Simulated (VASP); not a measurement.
Runs of VASP 6.6.1 on AgI. The structure is cubic, space group F-43m (No. 216). Conventional cell: a = 6.577 Å, b = 6.577 Å, c = 6.577 Å, α = 90.00°, β = 90.00°, γ = 90.00°. Within 3.8 Å of Ag (site symmetry -43m) lie 4 I at 2.85 Å. Within 3.8 Å of I (site symmetry -43m) lie 4 Ag at 2.85 Å. 

```csv
level,potentials or basis,k mesh,cutoff (eV),gap on the mesh (eV),pressure (GPa)
LDA,"VASP PAW LDA potentials, release 64 (Ag, I)",8 × 8 × 8,500,1.09,-3.3
PBE,"VASP PAW PBE potentials, release 64 (Ag, I)",6 × 6 × 6,500,1.34,0.6
r2SCAN,"VASP PAW PBE potentials, release 64 (Ag, I)",6 × 6 × 6,550,(a),-0.1
LDA,"VASP PAW LDA potentials, release 64 (Ag, I)",6 × 6 × 6,500,1.09,-3.3
```

Alike in all rows: task single point; no spin polarisation; cell as given; smearing gaussian 0.01 eV.

Question: Fill in the values left out.

Answer: (a) 1.79.

Caveats: spin-orbit coupling is left out, which moves the levels of the heavy elements; the PAW data sets were made with another functional, which shifts forces and pressure a little (some runs).

A k mesh can miss the band edges, and the runs leave out spin-orbit coupling on Ag, I.
